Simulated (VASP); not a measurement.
# TaC (Fm-3m) in VASP: a series of runs

The runs below take TaC through single point, relaxation of cell and atoms, with PBE+D3(BJ).

All numbers are computed with VASP 6.6.1; they aren't measurements. Logs are shortened: lines on timing, memory, paths and dates and some standing lists are left out, and cuts for length are marked.

## 1. The cell of the first run

The structure is cubic, space group Fm-3m (No. 225). Conventional cell: a = 4.445 Å, b = 4.445 Å, c = 4.445 Å, α = 90.00°, β = 90.00°, γ = 90.00°. Ta (site symmetry m-3m) has 6 C at 2.22 Å within 2.9 Å. Within 2.9 Å of C (site symmetry m-3m) lie 6 Ta at 2.22 Å.

## 2. Single point, PBE+D3(BJ)

INCAR

```
PREC = Accurate
ENCUT = 520
EDIFF = 1E-6
ISMEAR = 0
SIGMA = 0.1
LREAL = F
LASPH = T
NELM = 80
ALGO = Normal
ISIF = 2
LWAVE = F
LCHARG = F
GGA = PE
IVDW = 12
NBANDS = 14
```

KPOINTS

```
Automatic mesh
0
Gamma
  16 16 16
```

POSCAR

```
TaC
1.0
    0.0000000000      2.2222676917      2.2222676917
    2.2222676917      0.0000000000      2.2222676917
    2.2222676917      2.2222676917      0.0000000000
Ta C
1 1
Direct
    0.0000000000      0.0000000000      0.0000000000
    0.5000000000      0.5000000000      0.5000000000
```

Potentials or basis: VASP PAW PBE potentials, release 64 (Ta_pv, C).

Started as:

```console
cat potpaw_PBE.64/Ta_pv/POTCAR potpaw_PBE.64/C/POTCAR > POTCAR
mpirun -np 1 vasp_std > vasp.out
```

OUTCAR:

```text
PREC = Accurate
   ENCUT = 520
   EDIFF = 1E-6
   ISMEAR = 0
   LREAL = F
   LASPH = T
   NELM = 80
   ISIF = 2
   GGA = PE
   IVDW = 12
 IVDW          = 12

 ion  position               nearest neighbor table
   1  0.000  0.000  0.000-   2 2.22   2 2.22   2 2.22   2 2.22   2 2.22   2 2.22
   2  0.500  0.500  0.500-   1 2.22   1 2.22   1 2.22   1 2.22   1 2.22   1 2.22

  LATTYP: Found a face centered cubic cell.
 ALAT       =     4.4445353834

  Lattice vectors:

 A1 = (   0.0000000000,   2.2222676917,   2.2222676917)
 A2 = (   2.2222676917,   0.0000000000,   2.2222676917)
 A3 = (   2.2222676917,   2.2222676917,   0.0000000000)

Analysis of symmetry for initial positions (statically):
=====================================================================
 Subroutine PRICEL returns:
 Original cell was already a primitive cell.

 Routine SETGRP: Setting up the symmetry group for a
 face centered cubic supercell.

 Subroutine GETGRP returns: Found 48 space group operations
 (whereof 48 operations were pure point group operations)
 out of a pool of 48 trial point group operations.

The static configuration has the point symmetry O_h .

Analysis of symmetry for dynamics (positions and initial velocities):
=====================================================================
 Subroutine PRICEL returns:
 Original cell was already a primitive cell.

 Routine SETGRP: Setting up the symmetry group for a
 face centered cubic supercell.

 Subroutine GETGRP returns: Found 48 space group operations
 (whereof 48 operations were pure point group operations)
 out of a pool of 48 trial point group operations.

The dynamic configuration has the point symmetry O_h .

 Subroutine INISYM returns: Found 48 space group operations
 (whereof 48 operations are pure point group operations),
 and found     1 'primitive' translations

----------------------------------------------------------------------------------------

                                     Primitive cell

  volume of cell :      21.9492

  direct lattice vectors                    reciprocal lattice vectors
     0.000000000  2.222267692  2.222267692    -0.224995396  0.224995396  0.224995396
     2.222267692  0.000000000  2.222267692     0.224995396 -0.224995396  0.224995396
     2.222267692  2.222267692  0.000000000     0.224995396  0.224995396 -0.224995396

  length of vectors
     3.142761109  3.142761109  3.142761109     0.389703458  0.389703458  0.389703458

  position of ions in fractional coordinates (direct lattice)
     0.000000000  0.000000000  0.000000000
     0.500000000  0.500000000  0.500000000

  ion indices of the primitive-cell ions
   primitive index   ion index
                 1           1
                 2           2

----------------------------------------------------------------------------------------

 KPOINTS: Automatic mesh

Automatic generation of k-mesh.
 Grid dimensions read from file:
 generate k-points for:   16   16   16

 Generating k-lattice:

  Cartesian coordinates                     Fractional coordinates (reciprocal lattice)
    -0.014062212  0.014062212  0.014062212     0.062500000  0.000000000  0.000000000
     0.014062212 -0.014062212  0.014062212     0.000000000  0.062500000  0.000000000
     0.014062212  0.014062212 -0.014062212     0.000000000  0.000000000  0.062500000

  Length of vectors
     0.024356466  0.024356466  0.024356466

  Shift w.r.t. Gamma in fractional coordinates (k-lattice)
     0.000000000  0.000000000  0.000000000

 Subroutine IBZKPT returns following result:
 ===========================================

 Found    145 irreducible k-points:

 Following reciprocal coordinates:
            Coordinates               Weight
  0.000000  0.000000  0.000000      1.000000
  0.062500  0.000000  0.000000      8.000000
  0.125000  0.000000  0.000000      8.000000
  0.187500  0.000000  0.000000      8.000000
  0.250000  0.000000  0.000000      8.000000
  0.312500  0.000000  0.000000      8.000000
[... 16 lines left out ...]
 -0.125000  0.062500  0.000000     24.000000
 -0.062500  0.062500  0.000000     12.000000
 [... further k-points ...]
   k-points           NKPTS =    145   k-points in BZ     NKDIM =    145   number of bands    NBANDS=     14
   number of dos      NEDOS =    301   number of ions     NIONS =      2
   total plane-waves  NPLWV =  13824
   dimension x,y,z NGX =    24 NGY =   24 NGZ =   24
   dimension x,y,z NGXF=    48 NGYF=   48 NGZF=   48
   ions per type =               1   1
   NGX,Y,Z   is equivalent  to a cutoff of  12.70, 12.70, 12.70 a.u.
   NGXF,Y,Z  is equivalent  to a cutoff of  25.39, 25.39, 25.39 a.u.
 SYSTEM =  unknown system
   PREC   = accura    normal or accurate (medium, high low for compatibility)
   ISTART =      0    job   : 0-new  1-cont  2-samecut
   ICHARG =      2    charge: 1-file 2-atom 10-const
   ISPIN  =      1    spin polarized calculation?
   LNONCOLLINEAR =      F non collinear calculations
   LSORBIT =      F    spin-orbit coupling
   LASPH  =      T    aspherical Exc in radial PAW
   ENCUT  =  520.0 eV  38.22 Ry    6.18 a.u.   5.84  5.84  5.84*2*pi/ulx,y,z
   NELM   =     80;   NELMIN=  2; NELMDL= -5     # of ELM steps
   EDIFF  = 0.1E-05   stopping-criterion for ELM
   LREAL  =      F    real-space projection
   EDIFFG = 0.1E-04   stopping-criterion for IOM
   NSW    =      0    number of steps for IOM
   IBRION =     -1    ionic relax: 0-MD 1-quasi-New 2-CG
   NFREE  =      0    steps in history (QN), initial steepest desc. (CG)
   ISIF   =      2    stress and relaxation
   ISYM   =      2    0-nonsym 1-usesym 2-fastsym
   POTIM  = 0.5000    time-step for ionic-motion
   TEBEG  =    0.0;   TEEND  =   0.0 temperature during run
   PSTRESS=    0.0 pullay stress
   NELECT =      15.0000    total number of electrons
   NUPDOWN=      -1.0000    fix difference up-down
   EMIN   =  10.00;   EMAX   =-10.00  energy-range for DOS
   EFERMI =   0.00;   METHOD = LEGACY
   ISMEAR =     0;   SIGMA  =   0.10  broadening in eV -4-tet -1-fermi 0-gaus
   EFERMI_NEDOS =   21; number of points for ismear=-14 and -15
   IALGO  =     38    algorithm
   IMIX   =      4    mixing-type and parameters
     AMIX     =   0.40;   BMIX     =  1.00
     AMIX_MAG =   1.60;   BMIX_MAG =  1.00
  volume/ion in A,a.u.               =      10.97        74.06
  Fermi-wavevector in a.u.,A,eV,Ry     =   1.442001  2.724987 28.291502  2.079367
  Thomas-Fermi vector in A             =   2.560570
   LORBIT       =      0    0 simple, 1 ext, 2 COOP (PROOUT), +10 PAW based schemes
   GGA     = PE    functional components
   LHFCALC =     F    Hartree Fock is set to
   AEXX    =    0.0000 exact exchange contribution
   IVDW    =    12    specifies the selected vdW correction
   LEPSILON=     F    determine dielectric tensor
   LRPA    =     F    only Hartree local field effects (RPA)
 non-spin polarized calculation
 Gauss-broadening in eV      SIGMA  =   0.10
  energy-cutoff  :      520.00
  volume of cell :       21.95
 maximum number of plane-waves:       609
   NGX = 11   NGY = 11   NGZ = 11

 number of electron      15.0000001 magnetization

 Free energy of the ion-electron system (eV)
  ---------------------------------------------------
  ext. energy  EPLUGINS =         0.00000000
  ---------------------------------------------------
  free energy    TOTEN  =       -22.19517418 eV

  energy without entropy =      -22.19356280  energy(sigma->0) =      -22.19436849

 E-fermi :   8.4465     XC(G=0): -13.2410

 val. band max:        8.4207314839   @ k =   0.4375   0.1875   0.0625
 cond. band min:       8.4683157782   @ k =   0.1250   0.0625   0.0000
 fundamental gap:      0.0475842943
 Fermi energy:         8.4464639824

 k-point     1 :       0.0000    0.0000    0.0000
  band No.  band energies     occupation
      1     -26.5804      2.00000
      2     -26.5804      2.00000
      3     -26.5804      2.00000
      4      -6.4000      2.00000
      5       7.1220      2.00000
      6       7.1220      2.00000
      7       7.1220      2.00000
      8       7.9859      2.00000
      9       7.9859      2.00000
     10       7.9859      2.00000
     11       9.1310      0.00000
     12       9.1310      0.00000
     13      15.1315      0.00000
     14      18.5270      0.00000

 k-point     2 :       0.0625    0.0000    0.0000
  band No.  band energies     occupation
      1     -26.6101      2.00000
      2     -26.5834      2.00000
      3     -26.5834      2.00000
      4      -6.2880      2.00000
      5       6.5171      2.00000
      6       6.8638      2.00000
      7       6.8638      2.00000
      8       7.6201      2.00000
      9       7.6201      2.00000
     10       8.3544      1.80725
     11       9.9770      0.00000
     12       9.9770      0.00000
     13      15.3487      0.00000
     14      18.8110      0.00000

 k-point     3 :       0.1250    0.0000    0.0000
  band No.  band energies     occupation
      1     -26.6939      2.00000
      2     -26.5918      2.00000
      3     -26.5918      2.00000
      4      -5.9612      2.00000
      5       5.4789      2.00000
      6       5.9866      2.00000
      7       5.9866      2.00000
      8       7.7937      2.00000
      9       7.7937      2.00000
     10       8.7769      0.00000
     11      11.3352      0.00000
     12      11.3352      0.00000
     13      15.9149      0.00000
     14      19.5973      0.00000
[... 324 lines left out ...]
 k-point    23 :      -0.1250    0.0625    0.0000
  band No.  band energies     occupation
      1     -26.7425      2.00000
      2     -26.6196      2.00000
      3     -26.5884      2.00000
      4      -5.7193      2.00000
      5       4.9474      2.00000
      6       5.4026      2.00000
      7       5.5759      2.00000
      8       7.6041      2.00000
      9       8.5403      0.18455
     10       9.1819      0.00000
     11      11.1065      0.00000
     12      12.6657      0.00000
     13      16.3365      0.00000
     14      20.1483      0.00000

 k-point    24 :      -0.0625    0.0625    0.0000
  band No.  band energies     occupation
      1     -26.6511      2.00000
      2     -26.6003      2.00000
      3     -26.5827      2.00000
      4      -6.1057      2.00000
      5       5.9985      2.00000
      6       6.1886      2.00000
      7       6.3200      2.00000
      8       7.2922      2.00000
      9       8.2043      1.99939
     10       8.7888      0.00000
     11      10.1122      0.00000
     12      11.2438      0.00000
     13      15.6976      0.00000
     14      19.2624      0.00000

 [... further k-points ...]

------------------------ aborting loop because EDIFF is reached ----------------------------------------

 Edisp (eV)   -0.92658

 E8    (eV) :    -0.4351

  FORCE on cell =-STRESS in cart. coord.  units (eV):
  Direction    XX          YY          ZZ          XY          YZ          ZX
  --------------------------------------------------------------------------------------
  -------------------------------------------------------------------------------------
  Total       0.09583     0.09583     0.09583     0.00000     0.00000     0.00000
  in kB       6.99480     6.99480     6.99480     0.00000     0.00000     0.00000
  external pressure =        6.99 kB  Pullay stress =        0.00 kB

 VOLUME and BASIS-vectors are now :
 -----------------------------------------------------------------------------
  energy-cutoff  :      520.00
  volume of cell :       21.95
      direct lattice vectors                 reciprocal lattice vectors
     0.000000000  2.222267692  2.222267692    -0.224995396  0.224995396  0.224995396
     2.222267692  0.000000000  2.222267692     0.224995396 -0.224995396  0.224995396
     2.222267692  2.222267692  0.000000000     0.224995396  0.224995396 -0.224995396

 POSITION                                       TOTAL-FORCE (eV/Angst)
 -----------------------------------------------------------------------------------
      0.00000      0.00000      0.00000         0.000000     -0.000000     -0.000000
      2.22227      2.22227      2.22227        -0.000000      0.000000      0.000000
 -----------------------------------------------------------------------------------
    total drift:                                0.000000     -0.000000     -0.000000

  FREE ENERGIE OF THE ION-ELECTRON SYSTEM (eV)
  ---------------------------------------------------
  free  energy   TOTEN  =       -23.1217585440 eV

  energy  without entropy=      -23.1201471642  energy(sigma->0) =      -23.12095285
```

It took 21 s on 1 thread of Intel Xeon 6975P-C, shared host; peak memory 0.18 GiB.

Results:

```
Free energy                : -23.1218 eV
Pressure                   : 0.7 GPa
Dispersion energy per atom : -0.463 eV
```

Caveat: spin-orbit coupling is left out, which moves the levels of the heavy elements; pairwise dispersion overbinds metals, which lowers pressure and volume.

## 3. Relaxation of cell and atoms, PBE+D3(BJ)

This run uses another cell than the first one, of 11.04 Å³/atom, 1.006 times its volume.

INCAR

```
SYSTEM = TaC
PREC     = Accurate       ! precision mode
ENCUT    = 600            ! plane-wave cutoff, eV
EDIFF    = 1E-6           ! SCF threshold, eV
ISMEAR   = 0              ! smearing method
SIGMA    = 0.1            ! smearing width, eV
LREAL    = .FALSE.        ! projectors in reciprocal space
LASPH    = .TRUE.         ! aspherical terms in the spheres
NELM     = 60             ! most SCF steps
ALGO     = Normal         ! electronic algorithm
ISIF     = 3              ! what is computed and relaxed
LWAVE    = .FALSE.        ! write WAVECAR
LCHARG   = .FALSE.        ! write CHGCAR
GGA      = PE             ! functional
IVDW     = 12             ! dispersion correction
IBRION   = 2              ! ionic algorithm
NSW      = 100            ! ionic steps
EDIFFG   = -0.005         ! ionic threshold
```

KPOINTS

```
Automatic mesh
0
G
  16 16 16
  0 0 0
```

POSCAR

```
TaC
1.0
    0.0000000000      2.2270000000      2.2270000000
    2.2270000000      0.0000000000      2.2270000000
    2.2270000000      2.2270000000      0.0000000000
Ta C
1 1
Direct
    0.0000000000      0.0000000000      0.0000000000
    0.5000000000      0.5000000000      0.5000000000
```

Potentials or basis: VASP PAW PBE potentials, release 64 (Ta_pv, C).

Started as:

```console
cat potpaw_PBE.64/Ta_pv/POTCAR potpaw_PBE.64/C/POTCAR > POTCAR
mpirun -np 1 vasp_std > vasp.out
```

It took 86 s on 1 thread of Intel Xeon 6975P-C, shared host; peak memory 0.21 GiB.

It converged, with:

- Free energy: -23.1235 eV
- Relaxed volume: 10.99 Å³/atom
- Relaxed cell: a = 3.145 Å, b = 3.145 Å, c = 3.145 Å, α = 60.00°, β = 60.00°, γ = 60.00°
- Space group after relaxing (to 0.05 Å): Fm-3m (No. 225)
- Energy gained by relaxing: 0.2 meV/atom
- Ionic steps: 3
- Pressure after relaxing: 0.0 GPa
- Dispersion energy per atom: -0.462 eV

The path:
| step | energy change (eV) | largest force (eV/Å) | pressure (GPa) | volume (Å³) |
| --- | --- | --- | --- | --- |
| 1 | 0.0000 | 0.0000 | -1.54 | 22.09 |
| 2 | 0.0022 | 0.0000 | 3.76 | 21.75 |
| 3 | -0.0005 | 0.0000 | 0.01 | 21.99 |

Final structure:
```
CELL_PARAMETERS angstrom
0.00000 2.22358 2.22358
2.22358 0.00000 2.22358
2.22358 2.22358 0.00000
ATOMIC_POSITIONS crystal
Ta 0.00000 0.00000 0.00000
C 0.50000 0.50000 0.50000
```

Levels at points of the mesh, in eV from the Fermi level:
```
           k point  band 4  band 5  band 6  band 7  band 8  band 9  band 10  band 11
(0.00, 0.00, 0.00)  -14.83   -1.32   -1.32   -1.32   -0.46   -0.46    -0.46     0.68
(0.50, 0.00, 0.00)  -10.35   -8.75   -5.49   -5.49    2.77    2.77     3.76     5.44
(0.50, 0.50, 0.00)  -12.73   -4.60   -4.56   -1.75   -1.75    2.66     4.15     4.15
```

Caveat: spin-orbit coupling is left out, which moves the levels of the heavy elements; pairwise dispersion overbinds metals, which lowers pressure and volume.

## 4. Single point, PBE+D3(BJ)

This run uses another cell than the first one, of 11.04 Å³/atom, 1.006 times its volume.

INCAR

```
  ALGO = Normal
  EDIFF = 1E-6
  ENCUT = 600
  GGA = PE
  GGA_COMPAT = F
  ISIF = 2
  ISMEAR = 0
  IVDW = 12
  LASPH = T
  LCHARG = F
  LREAL = F
  LWAVE = F
  NBANDS = 14
  NELM = 120
  PREC = Accurate
  SIGMA = 0.1
```

KPOINTS

```
k-points
0
Gamma
  8 8 8
```

POSCAR is that of step 3.

Started as:

```console
cat potpaw_PBE.64/Ta_pv/POTCAR potpaw_PBE.64/C/POTCAR > POTCAR
mpirun -np 1 vasp_std > vasp.out
```

Wall time 24 s (1 thread of Intel Xeon 8259CL, shared host); peak memory 0.17 GiB.

Results (log left out):

- Free energy: -23.1154 eV
- Pressure: -1.5 GPa
- Dispersion energy per atom: -0.460 eV

Levels at points of the mesh, in eV from the Fermi level:
```
           k point  band 5  band 6  band 7  band 8  band 9  band 10  band 11  band 12
(0.00, 0.00, 0.00)   -1.54   -1.54   -1.54   -0.68   -0.68    -0.68     0.45     0.45
(0.50, 0.00, 0.00)   -8.95   -5.69   -5.69    2.52    2.52     3.50     5.20     9.76
(0.50, 0.50, 0.00)   -4.83   -4.76   -1.97   -1.97    2.41     3.89     3.89     6.68
```

Caveat: spin-orbit coupling is left out, which moves the levels of the heavy elements; pairwise dispersion overbinds metals, which lowers pressure and volume.

## 5. The runs side by side

| task | cell | k mesh | cutoff (eV) | gap on the mesh (eV) | pressure (GPa) |
| --- | --- | --- | --- | --- | --- |
| single point | a = 3.143 Å, angles 60.0°, 2 atoms | 16 × 16 × 16 | 520 | none | 0.7 |
| relaxation of cell and atoms | relaxed from a = 3.149 Å, angles 60.0°, 2 atoms | 16 × 16 × 16 | 600 | none | 0.0 |
| single point | a = 3.149 Å, angles 60.0°, 2 atoms | 8 × 8 × 8 | 600 | none | -1.5 |

Alike in all rows: level PBE+D3(BJ); potentials or basis VASP PAW PBE potentials, release 64 (Ta_pv, C); no spin polarisation; smearing gaussian 0.1 eV.

Caveats: spin-orbit coupling is left out, which moves the levels of the heavy elements; pairwise dispersion overbinds metals, which lowers pressure and volume.

Total energies depend on the potentials used, so only differences within one code and one set of settings carry meaning.
